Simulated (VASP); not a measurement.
NbBr3 (ReO3 type): single point with r2SCAN

NbBr3 (ReO3 type):

```xyz
4
Lattice="5.1710 0.0000 0.0000 0.0000 5.1710 0.0000 0.0000 0.0000 5.1710" Properties=species:S:1:pos:R:3 pbc="T T T"
Nb    0.0000    0.0000    0.0000
Br    2.5855    0.0000    0.0000
Br    0.0000    2.5855    0.0000
Br    0.0000    0.0000    2.5855
```

```json
{
 "Program": "VASP 6.6.1",
 "Task": "single point",
 "Functional": "r2SCAN",
 "Potentials or basis": "VASP PAW PBE potentials, release 64 (Nb_sv, Br)",
 "Cutoff": "520 eV",
 "k mesh": "7 × 7 × 7",
 "Occupations": "fermi-dirac, width 0.08 eV",
 "Spin": "no spin polarisation",
 "Dipole correction": "no",
 "Further INCAR settings": "ALGO = Normal; EDIFF = 1e-07; NBANDS = 25"
}
```

The pressure is -0.1 GPa. The band gap on the k mesh is zero (band 17 reaches 3.01 eV, above the bottom of band 18 at 1.00 eV).

Levels at points of the mesh, in eV from the Fermi level:
```
           k point  band 13  band 14  band 15  band 16  band 17  band 18  band 19  band 20  band 21  band 22
(0.00, 0.00, 0.00)    -3.40    -3.14    -3.14    -3.14    -1.11    -1.11    -1.11     0.30     0.30     3.54
```

It took 6.5 min on 1 thread of Oxide Virtual Turin-like Processor, on a shared host, peak memory 0.25 GiB.

Caveat: the PAW data sets were made with another functional, which shifts forces and pressure a little.
